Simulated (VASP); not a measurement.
Input of a VASP 6.6.1 run:

The input POSCAR:

```
Os
1.0
    2.7877234178      0.0000000000      0.0000000000
   -1.3938617089      2.4142392985      0.0000000000
    0.0000000000      0.0000000000      4.4044215090
Os
2
Direct
    0.6666666667      0.3333333333      0.7500000000
    0.3333333333      0.6666666667      0.2500000000
```

INCAR.step1

```
PREC = Accurate ; ENCUT = 420
EDIFF = 1E-5 ; ISMEAR = -1
SIGMA = 0.05 ; LREAL = F
LASPH = T ; NELM = 120
ALGO = Normal ; ISIF = 2
LWAVE = T ; LCHARG = F
NBANDS = 23 ; GGA = PE
GGA_COMPAT = F
```

Contents of INCAR.step2:

```
PREC = Accurate ; ENCUT = 420
EDIFF = 1E-6 ; ISMEAR = -1
SIGMA = 0.05 ; LREAL = F
LASPH = T ; NELM = 120
ALGO = Normal ; ISIF = 2
LWAVE = F ; LCHARG = F
GGA = PE ; LHFCALC = T
HFSCREEN = 0.2079 ; PRECFOCK = Normal
NBANDS = 23 ; ISTART = 1
GGA_COMPAT = F
```

Contents of KPOINTS:

```
Automatic mesh
0
Gamma
  6 6 3
```

Potentials or basis: VASP PAW PBE potentials, release 64 (Os_sv_GW).

Run with:

```bash
$ cat potpaw_PBE.64/Os_sv_GW/POTCAR > POTCAR
$ cp INCAR.step1 INCAR
$ mpirun -np 1 vasp_std > vasp.out
$ cp INCAR.step2 INCAR
$ mpirun -np 1 vasp_std > vasp.out
```

Problem. What does it give for the band gap on the k mesh?

Solution. Zero (bands 16 and 17 overlap by 4.12 eV).

Problem. Predict the pressure.

Solution. -28.2 GPa.

Stress tensor (GPa, compression positive):
```
-26.26   0.00   0.00
  0.00 -26.26   0.00
  0.00   0.00 -31.97
```

Caveat: the k points lie up to 0.48 Å⁻¹ apart, too coarse for converged energies and pressures of a metal; the PAW data sets were made with another functional, which shifts forces and pressure a little; spin-orbit coupling is left out, which moves the levels of the heavy elements.
